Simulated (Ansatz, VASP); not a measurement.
# Two plane-wave programs on Pd

```
Pd
1.0
     0.00000    2.90560    2.90560
     2.90560    0.00000    2.90560
     2.90560    2.90560    0.00000
Pd
2
Direct
  0.87500 0.87500 0.87500
  0.12500 0.12500 0.12500
```

Change from the starting cell: volume scaled by 1, PAW files.

Alike in both runs: task single point; functional PBE; k mesh 12 × 12 × 12; occupations fermi-dirac, width 0.08 eV; no spin polarisation.

|  | VASP | Ansatz |
| --- | --- | --- |
| version | VASP 6.6.1 | Ansatz 0.2.0 |
| potentials or method | VASP PAW PBE potentials, release 64 (Pd) | PAW with Ansatz's default frozen-core files, scalar-relativistic |
| plane-wave cutoff (eV) | 520 | 420 |
| valence electrons in the cell | 20 | 36 |

```csv
,VASP,Ansatz,Ansatz less VASP
pressure (GPa),-0.3,0.0,+0.29
```

With one functional, cell and mesh, what is left measures potentials, basis and numerics. VASP's potentials hold 20 valence electrons a cell and Ansatz's 36, so a difference there can come from the potentials and not from the codes.
